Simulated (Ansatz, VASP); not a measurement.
**TePb: VASP beside Ansatz**

The input INCAR:

```
ALGO     = Normal         # electronic algorithm
EDIFF    = 1E-6           # SCF threshold, eV
ENCUT    = 520            # plane-wave cutoff, eV
GGA      = PS             # functional
ISIF     = 2              # what is computed and relaxed
ISMEAR   = -1             # smearing method
LASPH    = T              # aspherical terms in the spheres
LCHARG   = T              # write CHGCAR
LELF     = T              # ELF
LREAL    = F              # projectors in reciprocal space
LVHAR    = T            
LWAVE    = F              # write WAVECAR
NBANDS   = 17             # bands
NELM     = 80             # most SCF steps
PREC     = Accurate       # precision mode
SIGMA    = 0.03           # smearing width, eV
```

The input KPOINTS:

```
k-points
0
Gamma
  10 10 10
```

Contents of POSCAR:

```
TePb
1.0
    0.0000000000      3.2592700000      3.2270000000
    3.2592700000      0.0000000000      3.2270000000
    3.2592700000      3.2592700000      0.0000000000
Te Pb
1 1
Direct
    0.5000000000      0.5000000000      0.5000000000
    0.0000000000      0.0000000000      0.0000000000
```

Input for Ansatz:

```yaml
crystal:
  lattice:
    - [0.0, 3.25927, 3.227]
    - [3.25927, 0.0, 3.227]
    - [3.25927, 3.25927, 0.0]
  atoms:
    - { symbol: Te, position: [0.5, 0.5, 0.5] }
    - { symbol: Pb, position: [0.0, 0.0, 0.0] }
kpoints:
  mp_grid: { grid: [10, 10, 10] }
  band_path:
    path:
      - [0.0, 0.0, 0.0]
      - [0.0, 0.5, 0.5]
      - [0.25, 0.75, 0.5]
      - [0.0, 0.5, 0.0]
      - [0.0, 0.0, 0.0]
      - [0.5, 0.5, 0.0]
      - [0.3775125, 0.6224875, 0.0]
      - [-0.3775125, 0.3775125, 0.0]
      - [0.0, 0.0, 0.0]
    npoints: 5
scf:
  occupations: { method: fermi_dirac, width: 0.03 }
hamiltonian:
  xc: pbesol
  pseudopotentials: { kind: all_electron, lapw: { basis_error: 0.0005 } }
output:
  forces: true
  stress: true
  eigenvalues: true
```

Change from the starting cell: equal xx and yy strain of +1 %.

Alike in both runs: task single point; functional PBEsol; k mesh 10 × 10 × 10; occupations fermi-dirac, width 0.03 eV; no spin polarisation.

```csv
,VASP,Ansatz
version,VASP 6.6.1,Ansatz 0.2.0
potentials or method,"VASP PAW PBE potentials, release 64 (Te, Pb_d), cutoff 520 eV","all-electron LAPW, scalar-relativistic"
```

VASP gave:

| Property | Result |
| --- | --- |
| pressure (GPa) | -1.1 |
| traceless stress, the component that is largest in VASP (GPa) | 0.73 |

Problem. What did Ansatz give for the same quantities?

Solution. Pressure (GPa): -1.0; traceless stress, the component that is largest in VASP (GPa): 0.73.

VASP's potentials were made for PBE, not for PBEsol. Ansatz ran all-electron here, and VASP with PAW potentials.

Spin-orbit coupling is off throughout.
